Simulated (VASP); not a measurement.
# Mn (Im-3m) in VASP: single point with PBE+U

Aim: the single point of Mn with PBE+U.

Program: VASP 6.6.1. These are calculated values, not measurements. Logs are shortened: lines on timing, memory, paths and dates and some standing lists are left out, and cuts for length are marked.

## Step 1: The cell of the first run

The structure is cubic, space group Im-3m (No. 229). Conventional cell: a = 3.081 Å, b = 3.081 Å, c = 3.081 Å, α = 90.00°, β = 90.00°, γ = 90.00°. Within 3.5 Å of Mn (site symmetry m-3m) lie 14 Mn at 2.67 to 3.08 Å.

This isn't the form of Mn at room conditions, which is a 58-atom cubic cell.

## Step 2: Single point, PBE+U, collinear spin, ferromagnetic start

INCAR

```
PREC = Accurate ; ENCUT = 680
EDIFF = 1E-6 ; ISMEAR = -1
SIGMA = 0.1 ; LREAL = False
LASPH = True ; NELM = 200
ALGO = Normal ; ISIF = 2
LWAVE = False ; LCHARG = False
ISPIN = 2 ; MAGMOM = 4.5
LORBIT = 11 ; LMAXMIX = 4
LDAU = True ; LDAUTYPE = 2
LDAUL = 2 ; LDAUU = 6.3
LDAUJ = 0 ; LDAUPRINT = 1
GGA = PE ; NBANDS = 18
GGA_COMPAT = False
```

KPOINTS

```
regular mesh
0
Gamma
  11 11 11
```

POSCAR

```
Mn
1.0
   -1.5405000000      1.5405000000      1.5405000000
    1.5405000000     -1.5405000000      1.5405000000
    1.5405000000      1.5405000000     -1.5405000000
Mn
1
Direct
    0.0000000000      0.0000000000      0.0000000000
```

Potentials or basis: VASP PAW PBE potentials, release 64 (Mn_sv).

Launch:

```sh
cat potpaw_PBE.64/Mn_sv/POTCAR > POTCAR
mpirun -np 1 vasp_std > vasp.out
```

OUTCAR:

```text
PREC = Accurate
   ENCUT = 680
   EDIFF = 1E-6
   ISMEAR = -1
   LREAL = False
   LASPH = True
   NELM = 200
   ISIF = 2
   ISPIN = 2
   LORBIT = 11
   GGA = PE

 ion  position               nearest neighbor table
   1  0.000  0.000  0.000-

  LATTYP: Found a body centered cubic cell.
 ALAT       =     3.0810000000

  Lattice vectors:

 A1 = (  -1.5405000000,   1.5405000000,   1.5405000000)
 A2 = (   1.5405000000,  -1.5405000000,   1.5405000000)
 A3 = (   1.5405000000,   1.5405000000,  -1.5405000000)

Analysis of symmetry for initial positions (statically):
=====================================================================
 Subroutine PRICEL returns:
 Original cell was already a primitive cell.

 Routine SETGRP: Setting up the symmetry group for a
 body centered cubic supercell.

 Subroutine GETGRP returns: Found 48 space group operations
 (whereof 48 operations were pure point group operations)
 out of a pool of 48 trial point group operations.

The static configuration has the point symmetry O_h .

Analysis of symmetry for dynamics (positions and initial velocities):
=====================================================================
 Subroutine PRICEL returns:
 Original cell was already a primitive cell.

 Routine SETGRP: Setting up the symmetry group for a
 body centered cubic supercell.

 Subroutine GETGRP returns: Found 48 space group operations
 (whereof 48 operations were pure point group operations)
 out of a pool of 48 trial point group operations.

The dynamic configuration has the point symmetry O_h .

Analysis of structural, dynamic, and magnetic symmetry:
=====================================================================
 Subroutine PRICEL returns:
 Original cell was already a primitive cell.

 Routine SETGRP: Setting up the symmetry group for a
 body centered cubic supercell.

 Subroutine GETGRP returns: Found 48 space group operations
 (whereof 48 operations were pure point group operations)
[... 143 lines left out ...]
 onsite density matrix

spin component  1

  0.8921  0.0000 -0.0000 -0.0000  0.0000
  0.0000  0.8921 -0.0000 -0.0000  0.0000
 -0.0000 -0.0000  0.9043 -0.0000  0.0000
 -0.0000 -0.0000 -0.0000  0.8921  0.0000
  0.0000  0.0000  0.0000  0.0000  0.9043

spin component  2

  0.0334 -0.0000  0.0000  0.0000 -0.0000
 -0.0000  0.0334  0.0000  0.0000 -0.0000
  0.0000  0.0000  0.0849  0.0000 -0.0000
  0.0000  0.0000  0.0000  0.0334 -0.0000
 -0.0000 -0.0000 -0.0000 -0.0000  0.0849

 occupancies and eigenvectors

  o =  0.0334  v =  0.0000  0.0000  0.0000  0.0000  0.0000 -0.0076 -0.1253 -0.0000  0.9921  0.0000      0.0000  0.0000  0.0000  0.0000  0.0000  0.0000  0.0000  0.0000  0.0000  0.0000
  o =  0.0334  v =  0.0000  0.0000  0.0000  0.0000  0.0000  0.0130  0.9920 -0.0000  0.1254  0.0000      0.0000  0.0000  0.0000  0.0000  0.0000  0.0000  0.0000  0.0000  0.0000  0.0000
  o =  0.0334  v =  0.0000  0.0000  0.0000  0.0000  0.0000  0.9999 -0.0139 -0.0000  0.0059  0.0000      0.0000  0.0000  0.0000  0.0000  0.0000  0.0000  0.0000  0.0000  0.0000  0.0000
  o =  0.0849  v =  0.0000  0.0000  0.0000  0.0000  0.0000  0.0000 -0.0000 -0.9406 -0.0000 -0.3396      0.0000  0.0000  0.0000  0.0000  0.0000  0.0000  0.0000  0.0000  0.0000  0.0000
  o =  0.0849  v =  0.0000  0.0000  0.0000  0.0000  0.0000 -0.0000 -0.0000 -0.3396 -0.0000  0.9406      0.0000  0.0000  0.0000  0.0000  0.0000  0.0000  0.0000  0.0000  0.0000  0.0000
  o =  0.8921  v =  0.0000  0.7546  0.0000 -0.6562 -0.0000  0.0000  0.0000  0.0000  0.0000  0.0000      0.0000  0.0000  0.0000  0.0000  0.0000  0.0000  0.0000  0.0000  0.0000  0.0000
  o =  0.8921  v =  0.0000 -0.6562  0.0000 -0.7546  0.0000  0.0000  0.0000  0.0000  0.0000  0.0000      0.0000  0.0000  0.0000  0.0000  0.0000  0.0000  0.0000  0.0000  0.0000  0.0000
  o =  0.8921  v =  1.0000  0.0000  0.0000  0.0000  0.0000  0.0000  0.0000  0.0000  0.0000  0.0000      0.0000  0.0000  0.0000  0.0000  0.0000  0.0000  0.0000  0.0000  0.0000  0.0000
  o =  0.9043  v =  0.0000  0.0000  0.9885  0.0000 -0.1512  0.0000  0.0000  0.0000  0.0000  0.0000      0.0000  0.0000  0.0000  0.0000  0.0000  0.0000  0.0000  0.0000  0.0000  0.0000
  o =  0.9043  v =  0.0000  0.0000  0.1512  0.0000  0.9885  0.0000  0.0000  0.0000  0.0000  0.0000      0.0000  0.0000  0.0000  0.0000  0.0000  0.0000  0.0000  0.0000  0.0000  0.0000

 number of electron      14.9999998 magnetization       4.2225499

 Free energy of the ion-electron system (eV)
  ---------------------------------------------------
  ext. energy  EPLUGINS =         0.00000000
  ---------------------------------------------------
  free energy    TOTEN  =        -5.22032580 eV

  energy without entropy =       -5.19899287  energy(sigma->0) =       -5.20965934

 E-fermi :  10.8759     XC(G=0): -12.1519

 val. band max:       10.8723862289   @ k =   0.2727   0.1818   0.1818
 cond. band min:      10.9197224433   @ k =  -0.3636   0.4545   0.1818
 fundamental gap:      0.0473362144
 Fermi energy:        10.8759483698

 spin component 1

 k-point     1 :       0.0000    0.0000    0.0000
  band No.  band energies     occupation
      1     -70.6948      1.00000
      2     -39.2924      1.00000
      3     -39.2924      1.00000
      4     -39.2924      1.00000
      5       2.1124      1.00000
      6       5.3364      1.00000
[... 1001 lines left out ...]
     17      44.1735      0.00000
     18      45.7580      0.00000

 [... further k-points ...]
[... 5 lines left out ...]
  --------------------------------------------------------------------------------------
  -------------------------------------------------------------------------------------
  Total        2.7068517      2.7068517      2.7068517      0.0000000      0.0000000      0.0000000
  in kB      296.5718642    296.5718642    296.5718642      0.0000000      0.0000000      0.0000000
  external PRESSURE =     296.5718642 kB  Pullay stress =       0.0000000 kB

 VOLUME and BASIS-vectors are now :
 -----------------------------------------------------------------------------
  energy-cutoff  :      680.00
  volume of cell :       14.62
      direct lattice vectors                 reciprocal lattice vectors
    -1.540500000  1.540500000  1.540500000     0.000000000  0.324569945  0.324569945
     1.540500000 -1.540500000  1.540500000     0.324569945  0.000000000  0.324569945
     1.540500000  1.540500000 -1.540500000     0.324569945  0.324569945  0.000000000

 POSITION                                       TOTAL-FORCE (eV/Angst)
 -----------------------------------------------------------------------------------
      0.00000      0.00000      0.00000        -0.000000      0.000000      0.000000
 -----------------------------------------------------------------------------------
    total drift:                                0.000000      0.000000      0.000000

  FREE ENERGIE OF THE ION-ELECTRON SYSTEM (eV)
  ---------------------------------------------------
  free  energy   TOTEN  =        -5.2203258009 eV

  energy  without entropy=       -5.1989928717  energy(sigma->0) =       -5.20965934

 total charge

# of ion       s       p       d       tot
------------------------------------------
    1        2.213   6.048   4.729  12.989

 magnetization (x)

# of ion       s       p       d       tot
------------------------------------------
    1       -0.000  -0.001   4.195   4.194
```

OSZICAR:

```text
N       E                     dE             d eps       ncg     rms          rms(c)
DAV:   1     0.222492560377E+03    0.22249E+03   -0.91804E+03  4330   0.133E+03
DAV:   2     0.714237224316E+01   -0.21535E+03   -0.19884E+03  4062   0.400E+02
DAV:   3    -0.256902225285E+01   -0.97114E+01   -0.95351E+01  5274   0.106E+02
DAV:   4    -0.331628243337E+01   -0.74726E+00   -0.74304E+00  6086   0.233E+01
DAV:   5    -0.332539747973E+01   -0.91150E-02   -0.91129E-02  4964   0.262E+00    0.953E+00
DAV:   6    -0.482511568921E+01   -0.14997E+01   -0.28613E+00  4766   0.287E+01    0.801E+00
DAV:   7    -0.520494554866E+01   -0.37983E+00   -0.24315E-01  4656   0.806E+00    0.291E+00
DAV:   8    -0.521571731656E+01   -0.10772E-01   -0.47603E-02  5708   0.383E+00    0.129E+00
DAV:   9    -0.521782983339E+01   -0.21125E-02   -0.29848E-03  5334   0.885E-01    0.952E-01
DAV:  10    -0.522010448176E+01   -0.22746E-02   -0.58230E-04  5574   0.310E-01    0.156E-01
DAV:  11    -0.522028774971E+01   -0.18327E-03   -0.30711E-04  5876   0.201E-01    0.866E-02
DAV:  12    -0.522032869190E+01   -0.40942E-04   -0.23332E-05  5020   0.553E-02    0.367E-02
DAV:  13    -0.522032563378E+01    0.30581E-05   -0.47888E-06  6400   0.283E-02    0.489E-03
DAV:  14    -0.522032580092E+01   -0.16714E-06   -0.25355E-07  2636   0.840E-03
   1 F= -.52203258E+01 E0= -.52096593E+01  d E =-.213329E-01  mag=     4.2226
```

stdout:

```text
POSCAR found type information on POSCAR Mn
 POSCAR found :  1 types and       1 ions
 scaLAPACK will be used
 LDA part: xc-table for (Slater+PW92), standard interpolation
 POSCAR, INCAR and KPOINTS ok, starting setup
 FFT: planning ... GRIDC
 FFT: planning ... GRID_SOFT
 FFT: planning ... GRID
 WAVECAR not read
 entering main loop
```

Run time: 19 s. Hardware: 1 thread of Intel Xeon 6975P-C (Granite Rapids), shared host; peak memory 0.16 GiB.

Results:

```
Free energy                                           : -5.2203 eV
Pressure                                              : 29.7 GPa
Net moment                                            : 4.22 μB per cell
Site moments                                          : Mn +4.19 μB
Valence electrons inside the program's atomic spheres : Mn 12.99
```

Levels at points of the mesh, in eV from the Fermi level:
Spin up:
```
           k point  band 8  band 9  band 10  band 11  band 12  band 13
(0.00, 0.00, 0.00)   -5.54   -4.35    -4.35    19.76    19.76    19.76
```
Spin down:
```
           k point  band 2  band 3  band 4  band 5  band 6  band 7  band 8  band 9  band 10
(0.00, 0.00, 0.00)  -45.61  -45.61  -45.61   -8.14    3.17    3.17    3.17    4.38     4.38
```

Eigenvalues of the final occupation matrices:
```tsv
site	spin	trace	eigenvalues
site 1 d	1	4.48	0.89 0.89 0.89 0.90 0.90
site 1 d	2	0.27	0.03 0.03 0.03 0.08 0.08
```

Caveat: the cell stands under pressure; the U is typed as a test and isn't derived for this compound. The state reached can hang on the start; a lower one may exist.
